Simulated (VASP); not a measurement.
A run of VASP 6.6.1 is set up as follows.

POSCAR

```
Rh
1.0
    0.0000000000      1.8851123679      1.8851123679
    1.8851123679      0.0000000000      1.8851123679
    1.8851123679      1.8851123679      0.0000000000
Rh
1
Direct
    0.0000000000      0.0000000000      0.0000000000
```

Contents of INCAR.step1:

```
SYSTEM = Rh
  PREC = Accurate
  ENCUT = 520
  EDIFF = 1E-5
  ISMEAR = -1
  SIGMA = 0.05
  LREAL = .False.
  LASPH = .True.
  NELM = 60
  ALGO = Normal
  ISIF = 2
  LWAVE = .True.
  LCHARG = .False.
  NBANDS = 14
  GGA = PE
```

INCAR.step2

```
SYSTEM = Rh
  PREC = Accurate
  ENCUT = 520
  EDIFF = 1E-6
  ISMEAR = -1
  SIGMA = 0.05
  LREAL = .False.
  LASPH = .True.
  NELM = 60
  ALGO = Normal
  ISIF = 2
  LWAVE = .False.
  LCHARG = .False.
  GGA = PE
  LHFCALC = .True.
  AEXX = 0.25
  PRECFOCK = Normal
  NBANDS = 14
  ISTART = 1
```

KPOINTS

```
Automatic mesh
0
Gamma
  8 8 8
  0 0 0
```

Potentials or basis: VASP PAW PBE potentials, release 64 (Rh_pv).

Run with:

```console
$ cat potpaw_PBE.64/Rh_pv/POTCAR > POTCAR
$ cp INCAR.step1 INCAR
$ mpirun -np 1 vasp_std > vasp.out
$ cp INCAR.step2 INCAR
$ mpirun -np 1 vasp_std > vasp.out
```

Problem. Predict the pressure.

Solution. 3.7 GPa.

Problem. Estimate the band gap on the k mesh.

Solution. Zero (an odd number of electrons rules out a gap without spin polarisation).

Caveat: the k points lie up to 0.36 Å⁻¹ apart, too coarse for converged energies and pressures of a metal; the PAW data sets were made with another functional, which shifts forces and pressure a little.
